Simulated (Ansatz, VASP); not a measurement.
One calculation of MgS, two programs

```
CELL_PARAMETERS angstrom
0.00000 2.83088 2.83088
2.68933 0.00000 2.83088
2.68933 2.83088 0.00000
ATOMIC_POSITIONS crystal
Mg 0.00000 0.00000 0.00000
S 0.25000 0.25000 0.25000
```

Change from the starting cell: uniaxial_x strain -5.0%.

Alike in both runs: task single point; functional r2SCAN; k mesh 8 × 8 × 8; no spin polarisation.

|  | VASP | Ansatz |
| --- | --- | --- |
| version | VASP 6.6.1 | Ansatz 0.2.0 |
| potentials or method | VASP PAW PBE potentials, release 64 (Mg, S) | plane waves, PAW |
| plane-wave cutoff (eV) | 660 | 500 |
| occupations | gaussian, width 0.01 eV | fixed |
| valence electrons in the cell | 8 | 16 |

```tsv
	VASP	Ansatz	Ansatz less VASP
gap on the k mesh at the Fermi level (eV)	4.11	4.11	0.000
pressure (GPa)	3.1	3.3	+0.26
traceless stress, the component that is largest in VASP (GPa)	0.54	0.52	-0.018
```

VASP's potentials were made for PBE, not for r2SCAN. VASP's potentials hold 8 valence electrons a cell and Ansatz's 16, so a difference there can come from the potentials and not from the codes.
